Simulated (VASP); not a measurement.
Runs of VASP 6.6.1 on Mg2Sn. The structure is that of space group Fm-3m (No. 225), or close to it. The cells are those of the table. 

| task | cell | gap on the mesh (eV) | pressure (GPa) |
| --- | --- | --- | --- |
| relaxation of cell and atoms | relaxed to 7 GPa from a = 4.713 Å, angles 60.0°, 3 atoms | none | 7.0 |
| relaxation of cell and atoms | relaxed from a = 4.765 Å, angles 60.0°, 3 atoms | none | 0.0 |
| single point | a = 4.397 Å, angles 60.0°, 3 atoms | none | 14.8 |
| relaxation of cell and atoms | relaxed to 2 GPa from a = 4.713 Å, angles 60.0°, 3 atoms | none | 2.0 |
| relaxation of cell and atoms | relaxed to 1 GPa from a = 4.713 Å, angles 60.0°, 3 atoms | none | 1.0 |
| relaxation of cell and atoms | relaxed to 15 GPa from a = 4.713 Å, angles 60.0°, 3 atoms | none | 15.0 |
| single point | a = 4.598 Å, angles 60.0°, 3 atoms | - | (a) |
| relaxation of cell and atoms | relaxed to 4 GPa from a = 4.713 Å, angles 60.0°, 3 atoms | - | 4.0 |
| single point | a = 4.680 Å, angles 60.0°, 3 atoms | none | 0.7 |
| relaxation of cell and atoms | relaxed to 10 GPa from a = 4.713 Å, angles 60.0°, 3 atoms | none | 10.0 |
| single point | a = 4.532 Å, angles 60.0°, 3 atoms | none | (b) |
| single point | a = 4.652 Å, angles 60.0°, 3 atoms | none | 1.7 |

Alike in all rows: level LDA; potentials or basis VASP PAW LDA potentials, release 64 (Mg, Sn_d); no spin polarisation; k mesh 12 × 12 × 12; cutoff (eV) 600; smearing fermi-dirac 0.1 eV.

**Question.** Estimate the missing entries.

**Answer.** (a) 3.7; (b) 6.8.

Caveats: spin-orbit coupling is left out, which moves the levels of the heavy elements; the cell is relaxed towards a set pressure, so the run minimises the enthalpy, not the energy (at least some runs); the cell stands under pressure (at least some runs).

A k mesh can miss the band edges, and the runs leave out spin-orbit coupling on Sn.

A gap of «none» marks levels without a gap at the run's occupations.
